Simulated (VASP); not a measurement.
# I (Fmmm) in VASP: a series of runs

Aim: see how the results for I move with the level of theory and the settings. Levels: PBE+D3(BJ), BLYP. Tasks: single point.

All numbers are computed with VASP 6.6.1; they aren't measurements. Logs are shortened: lines on timing, memory, paths and dates and some standing lists are left out, and cuts for length are marked.

### Step 1. The cell of the first run

The structure is orthorhombic, space group Fmmm (No. 69). Conventional cell: a = 4.442 Å, b = 4.793 Å, c = 7.923 Å, α = 90.00°, β = 90.00°, γ = 90.00°. I (site symmetry mmm) has 16 I at 3.27 to 4.79 Å within 4.8 Å.

### Step 2. Single point, PBE+D3(BJ)

The input, INCAR:

```
ALGO = Normal ; EDIFF = 1E-7
ENCUT = 520 ; GGA = PE
ISIF = 2 ; ISMEAR = -1
IVDW = 12 ; LASPH = True
LCHARG = False ; LREAL = False
LWAVE = False ; NBANDS = 10
NELM = 100 ; PREC = Accurate
SIGMA = 0.05
```

The input, KPOINTS:

```
k-points
0
Gamma
  9 9 9
```

The input, POSCAR:

```
I
1.0
    0.0000000000      2.3967303343      3.9612912976
    2.2210941101      0.0000000000      3.9612912976
    2.2210941101      2.3967303343      0.0000000000
I
1
Direct
    0.0000000000      0.0000000000      0.0000000000
```

Potentials or basis: VASP PAW PBE potentials, release 64 (I).

Started as:

```sh
$ cat potpaw_PBE.64/I/POTCAR > POTCAR
$ mpirun -np 1 vasp_std > vasp.out
```

OUTCAR:

```text
EDIFF = 1E-7
   ENCUT = 520
   GGA = PE
   ISIF = 2
   ISMEAR = -1
   IVDW = 12
   LASPH = True
   LREAL = False
   NELM = 100
   PREC = Accurate
 IVDW          = 12

 ion  position               nearest neighbor table
   1  0.000  0.000  0.000-

  LATTYP: Found a face centered orthorhombic cell.
 ALAT       =     4.4421882202
 B/A-ratio  =     1.0790764441
 C/A-ratio  =     1.7834864716

  Lattice vectors:

 A1 = (   0.0000000000,   2.3967303343,   3.9612912976)
 A2 = (   2.2210941101,   0.0000000000,   3.9612912976)
 A3 = (   2.2210941101,   2.3967303343,   0.0000000000)

Analysis of symmetry for initial positions (statically):
=====================================================================
 Subroutine PRICEL returns:
 Original cell was already a primitive cell.

 Routine SETGRP: Setting up the symmetry group for a
 face centered orthorhombic supercell.

 Subroutine GETGRP returns: Found  8 space group operations
 (whereof  8 operations were pure point group operations)
 out of a pool of  8 trial point group operations.

The static configuration has the point symmetry D_2h.

Analysis of symmetry for dynamics (positions and initial velocities):
=====================================================================
 Subroutine PRICEL returns:
 Original cell was already a primitive cell.

 Routine SETGRP: Setting up the symmetry group for a
 face centered orthorhombic supercell.

 Subroutine GETGRP returns: Found  8 space group operations
 (whereof  8 operations were pure point group operations)
 out of a pool of  8 trial point group operations.

The dynamic configuration has the point symmetry D_2h.

 Subroutine INISYM returns: Found  8 space group operations
 (whereof  8 operations are pure point group operations),
 and found     1 'primitive' translations

----------------------------------------------------------------------------------------

                                     Primitive cell

  volume of cell :      42.1748

  direct lattice vectors                    reciprocal lattice vectors
     0.000000000  2.396730334  3.961291298    -0.225114279  0.208617546  0.126221467
     2.221094110  0.000000000  3.961291298     0.225114279 -0.208617546  0.126221467
     2.221094110  2.396730334  0.000000000     0.225114279  0.208617546 -0.126221467

  length of vectors
     4.629918470  4.541485197  3.267655940     0.331857768  0.331857768  0.331857768

  position of ions in fractional coordinates (direct lattice)
     0.000000000  0.000000000  0.000000000

  ion indices of the primitive-cell ions
   primitive index   ion index
                 1           1

----------------------------------------------------------------------------------------

 KPOINTS: k-points

Automatic generation of k-mesh.
 Grid dimensions read from file:
 generate k-points for:    9    9    9

 Generating k-lattice:

  Cartesian coordinates                     Fractional coordinates (reciprocal lattice)
    -0.025012698  0.023179727  0.014024607     0.111111111 -0.000000000 -0.000000000
     0.025012698 -0.023179727  0.014024607    -0.000000000  0.111111111  0.000000000
     0.025012698  0.023179727 -0.014024607     0.000000000  0.000000000  0.111111111

  Length of vectors
     0.036873085  0.036873085  0.036873085

  Shift w.r.t. Gamma in fractional coordinates (k-lattice)
     0.000000000  0.000000000  0.000000000

 Subroutine IBZKPT returns following result:
 ===========================================

 Found    125 irreducible k-points:

 Following reciprocal coordinates:
            Coordinates               Weight
  0.000000  0.000000  0.000000      1.000000
  0.111111  0.000000  0.000000      8.000000
  0.222222  0.000000  0.000000      8.000000
  0.333333  0.000000  0.000000      8.000000
  0.444444  0.000000  0.000000      8.000000
  0.111111  0.111111  0.000000      2.000000
[... 16 lines left out ...]
 -0.333333  0.333333 -0.000000      4.000000
  0.444444  0.444444  0.000000      2.000000
 [... further k-points ...]
   k-points           NKPTS =    125   k-points in BZ     NKDIM =    125   number of bands    NBANDS=     10
   number of dos      NEDOS =    301   number of ions     NIONS =      1
   total plane-waves  NPLWV =  31104
   dimension x,y,z NGX =    36 NGY =   36 NGZ =   24
   dimension x,y,z NGXF=    72 NGYF=   72 NGZF=   48
   ions per type =               1
   NGX,Y,Z   is equivalent  to a cutoff of  12.93, 13.18, 12.21 a.u.
   NGXF,Y,Z  is equivalent  to a cutoff of  25.85, 26.36, 24.42 a.u.
 SYSTEM =  unknown system
   PREC   = accura    normal or accurate (medium, high low for compatibility)
   ISTART =      0    job   : 0-new  1-cont  2-samecut
   ICHARG =      2    charge: 1-file 2-atom 10-const
   ISPIN  =      1    spin polarized calculation?
   LNONCOLLINEAR =      F non collinear calculations
   LSORBIT =      F    spin-orbit coupling
   LASPH  =      T    aspherical Exc in radial PAW
   ENCUT  =  520.0 eV  38.22 Ry    6.18 a.u.   8.61  8.44  6.08*2*pi/ulx,y,z
   NELM   =    100;   NELMIN=  2; NELMDL= -5     # of ELM steps
   EDIFF  = 0.1E-06   stopping-criterion for ELM
   LREAL  =      F    real-space projection
   EDIFFG = 0.1E-05   stopping-criterion for IOM
   NSW    =      0    number of steps for IOM
   IBRION =     -1    ionic relax: 0-MD 1-quasi-New 2-CG
   NFREE  =      0    steps in history (QN), initial steepest desc. (CG)
   ISIF   =      2    stress and relaxation
   ISYM   =      2    0-nonsym 1-usesym 2-fastsym
   POTIM  = 0.5000    time-step for ionic-motion
   TEBEG  =    0.0;   TEEND  =   0.0 temperature during run
   PSTRESS=    0.0 pullay stress
   NELECT =       7.0000    total number of electrons
   NUPDOWN=      -1.0000    fix difference up-down
   EMIN   =  10.00;   EMAX   =-10.00  energy-range for DOS
   EFERMI =   0.00;   METHOD = LEGACY
   ISMEAR =    -1;   SIGMA  =   0.05  broadening in eV -4-tet -1-fermi 0-gaus
   EFERMI_NEDOS =   21; number of points for ismear=-14 and -15
   IALGO  =     38    algorithm
   IMIX   =      4    mixing-type and parameters
     AMIX     =   0.40;   BMIX     =  1.00
     AMIX_MAG =   1.60;   BMIX_MAG =  1.00
  volume/ion in A,a.u.               =      42.17       284.61
  Fermi-wavevector in a.u.,A,eV,Ry     =   0.899684  1.700156 11.012975  0.809431
  Thomas-Fermi vector in A             =   2.022548
   LORBIT       =      0    0 simple, 1 ext, 2 COOP (PROOUT), +10 PAW based schemes
   GGA     = PE    functional components
   LHFCALC =     F    Hartree Fock is set to
   AEXX    =    0.0000 exact exchange contribution
   IVDW    =    12    specifies the selected vdW correction
   LEPSILON=     F    determine dielectric tensor
   LRPA    =     F    only Hartree local field effects (RPA)
 non-spin polarized calculation
  energy-cutoff  :      520.00
  volume of cell :       42.17
 maximum number of plane-waves:      1155
   NGX = 17   NGY = 17   NGZ = 13

 number of electron       7.0000001 magnetization

 Free energy of the ion-electron system (eV)
  ---------------------------------------------------
  ext. energy  EPLUGINS =         0.00000000
  ---------------------------------------------------
  free energy    TOTEN  =        -1.39126267 eV

  energy without entropy =       -1.38554178  energy(sigma->0) =       -1.38840223

 E-fermi :   3.0437     XC(G=0):  -8.0895

 val. band max:        3.0392490121   @ k =  -0.2222   0.0000   0.1111
 cond. band min:       3.0714932153   @ k =  -0.1111   0.1111   0.1111
 fundamental gap:      0.0322442032
 Fermi energy:         3.0437496440

 k-point     1 :       0.0000    0.0000    0.0000
  band No.  band energies     occupation
      1     -10.5893      2.00000
      2       1.2188      2.00000
      3       3.7628      0.00000
      4       4.0226      0.00000
      5       7.6731      0.00000
      6      10.5783      0.00000
      7      11.1686      0.00000
      8      15.1068      0.00000
      9      15.4178      0.00000
     10      15.4629      0.00000

 k-point     2 :       0.1111    0.0000    0.0000
  band No.  band energies     occupation
      1     -10.4669      2.00000
      2       1.2176      2.00000
      3       2.8497      1.95954
      4       3.9802      0.00000
      5       8.0308      0.00000
      6      10.9194      0.00000
      7      12.1748      0.00000
      8      13.0449      0.00000
      9      15.4112      0.00000
     10      16.1532      0.00000

 k-point     3 :       0.2222    0.0000    0.0000
  band No.  band energies     occupation
      1     -10.1269      2.00000
      2       0.8883      2.00000
      3       1.3340      2.00000
      4       4.1736      0.00000
      5       8.7493      0.00000
      6      11.1633      0.00000
      7      11.3688      0.00000
      8      14.7753      0.00000
      9      15.8306      0.00000
     10      16.5173      0.00000

 k-point     4 :       0.3333    0.0000    0.0000
  band No.  band energies     occupation
      1      -9.6693      2.00000
      2      -0.7388      2.00000
      3       1.3509      2.00000
      4       4.4244      0.00000
      5       8.6528      0.00000
      6      11.3896      0.00000
      7      11.7382      0.00000
      8      15.0720      0.00000
      9      16.5342      0.00000
     10      17.0512      0.00000
[... 222 lines left out ...]
 k-point    22 :      -0.4444    0.3333   -0.0000
  band No.  band energies     occupation
      1      -9.9605      2.00000
      2      -0.1856      2.00000
      3       0.8161      2.00000
      4       4.0362      0.00000
      5      10.7425      0.00000
      6      11.6707      0.00000
      7      13.8488      0.00000
      8      16.2009      0.00000
      9      16.6611      0.00000
     10      16.9057      0.00000

 k-point    23 :      -0.3333    0.3333   -0.0000
  band No.  band energies     occupation
      1      -9.5581      2.00000
      2      -0.8166      2.00000
      3       0.3685      2.00000
      4       4.3377      0.00000
      5      10.4044      0.00000
      6      11.3161      0.00000
      7      13.4060      0.00000
      8      15.3625      0.00000
      9      17.1377      0.00000
     10      17.4409      0.00000

 k-point    24 :       0.4444    0.4444    0.0000
  band No.  band energies     occupation
      1     -10.3749      2.00000
      2      -0.7065      2.00000
      3       3.5665      0.00006
      4       3.8457      0.00000
      5      10.0927      0.00000
      6      10.3110      0.00000
      7      13.2093      0.00000
      8      17.6120      0.00000
      9      17.7601      0.00000
     10      17.9450      0.00000

 [... further k-points ...]

------------------------ aborting loop because EDIFF is reached ----------------------------------------

 Edisp (eV)   -0.30357

 E8    (eV) :    -0.1351

  FORCE on cell =-STRESS in cart. coord.  units (eV):
  Direction    XX          YY          ZZ          XY          YZ          ZX
  --------------------------------------------------------------------------------------
  -------------------------------------------------------------------------------------
  Total      -0.53350    -0.64966    -0.22676     0.00000     0.00000     0.00000
  in kB     -20.26712   -24.67978    -8.61439     0.00000     0.00000     0.00000
  external pressure =      -17.85 kB  Pullay stress =        0.00 kB

 VOLUME and BASIS-vectors are now :
 -----------------------------------------------------------------------------
  energy-cutoff  :      520.00
  volume of cell :       42.17
      direct lattice vectors                 reciprocal lattice vectors
     0.000000000  2.396730334  3.961291298    -0.225114279  0.208617546  0.126221467
     2.221094110  0.000000000  3.961291298     0.225114279 -0.208617546  0.126221467
     2.221094110  2.396730334  0.000000000     0.225114279  0.208617546 -0.126221467

 POSITION                                       TOTAL-FORCE (eV/Angst)
 -----------------------------------------------------------------------------------
      0.00000      0.00000      0.00000         0.000000      0.000000     -0.000000
 -----------------------------------------------------------------------------------
    total drift:                                0.000000      0.000000      0.000000

  FREE ENERGIE OF THE ION-ELECTRON SYSTEM (eV)
  ---------------------------------------------------
  free  energy   TOTEN  =        -1.6948327791 eV

  energy  without entropy=       -1.6891118879  energy(sigma->0) =       -1.69197233
```

Wall time 58 s (1 thread of Intel Xeon 8259CL, shared host); peak memory 0.21 GiB.

What came out:

```yaml
Free_energy: -1.6948 eV
Pressure: -1.8 GPa
Band_gap_on_the_k_mesh: zero (an odd number of electrons rules out a gap without spin polarisation)
Dispersion_energy_per_atom: -0.304 eV
```

Stress tensor (GPa, compression positive):
```
-2.03  0.00  0.00
 0.00 -2.47  0.00
 0.00  0.00 -0.86
```

Caveat: spin-orbit coupling is left out, which moves the levels of the heavy elements; an odd number of electrons without spin polarisation forces a metal; a magnetic or distorted state may lie lower.

### Step 3. Single point, BLYP

The input, INCAR:

```
SYSTEM = I
AGGAC = 1.0 ; AGGAX = 1.0
ALDAC = 0.0 ; ALDAX = 1.0
ALGO = Normal ; EDIFF = 1E-6
ENCUT = 520 ; GGA = B5
ISIF = 2 ; ISMEAR = -1
LASPH = .TRUE. ; LCHARG = .FALSE.
LREAL = .FALSE. ; LWAVE = .FALSE.
NBANDS = 10 ; NELM = 80
PREC = Accurate ; SIGMA = 0.05
```

The input, KPOINTS:

```
k-points
0
G
  9 9 9
  0 0 0
```

POSCAR is that of step 2.

Potentials or basis: VASP PAW PBE potentials, release 64 (I).

Started as:

```sh
$ cat potpaw_PBE.64/I/POTCAR > POTCAR
$ mpirun -np 1 vasp_std > vasp.out
```

It took 71 s on 1 thread of Intel Xeon 8259CL, shared host; peak memory 0.21 GiB.

It converged, with:

```yaml
Free_energy: -1.0057 eV
Pressure: 1.9 GPa
Band_gap_on_the_k_mesh: zero (an odd number of electrons rules out a gap without spin polarisation)
```

Stress tensor (GPa, compression positive):
```
2.19 0.00 0.00
0.00 1.83 0.00
0.00 0.00 1.82
```

Levels at points of the mesh, in eV from the Fermi level:
```tsv
k point	band 1	band 2	band 3	band 4	band 5	band 6	band 7	band 8	band 9
(0.00, 0.00, 0.00)	-13.62	-1.81	0.70	0.95	4.72	7.67	8.32	12.05	12.39
```

Caveat: the PAW data sets were made with another functional, which shifts forces and pressure a little; spin-orbit coupling is left out, which moves the levels of the heavy elements; an odd number of electrons without spin polarisation forces a metal; a magnetic or distorted state may lie lower.

### Step 4. Single point, PBE+D3(BJ)

This run uses another cell than the first one, of 42.99 Å³/atom.

The input, INCAR:

```
SYSTEM = I
ALGO = Normal
EDIFF = 1E-6
ENCUT = 520
GGA = PE
ISIF = 2
ISMEAR = -1
IVDW = 12
LASPH = .TRUE.
LCHARG = .FALSE.
LREAL = .FALSE.
LWAVE = .FALSE.
NBANDS = 10
NELM = 100
PREC = Accurate
SIGMA = 0.05
```

KPOINTS is that of step 3.

The input, POSCAR:

```
I
1.0
    0.0000000000      2.4119965442      3.9865231326
    2.2352415877      0.0000000000      3.9865231326
    2.2352415877      2.4119965442      0.0000000000
I
1
Direct
    0.0000000000      0.0000000000      0.0000000000
```

Started as:

```sh
$ cat potpaw_PBE.64/I/POTCAR > POTCAR
$ mpirun -np 1 vasp_std > vasp.out
```

Run time: 60 s. Hardware: 1 thread of Intel Xeon 8259CL, shared host; peak memory 0.22 GiB.

It converged, with:

| Item | Value |
| --- | --- |
| Free energy | -1.6849 eV |
| Pressure | -2.1 GPa |
| Band gap on the k mesh | zero (an odd number of electrons rules out a gap without spin polarisation) |
| Dispersion energy per atom | -0.297 eV |

Stress tensor (GPa, compression positive):
```
-2.48  0.00  0.00
 0.00 -3.01  0.00
 0.00  0.00 -0.88
```

Levels at points of the mesh, in eV from the Fermi level:
```tsv
k point	band 1	band 2	band 3	band 4	band 5	band 6	band 7	band 8
(0.00, 0.00, 0.00)	-13.52	-1.77	0.69	0.95	4.67	7.56	8.09	12.04
```

Caveat: spin-orbit coupling is left out, which moves the levels of the heavy elements; an odd number of electrons without spin polarisation forces a metal; a magnetic or distorted state may lie lower.

[end of part 1 of 2]

The gap in the log of VASP goes by the Fermi energy; the results here count the filled bands.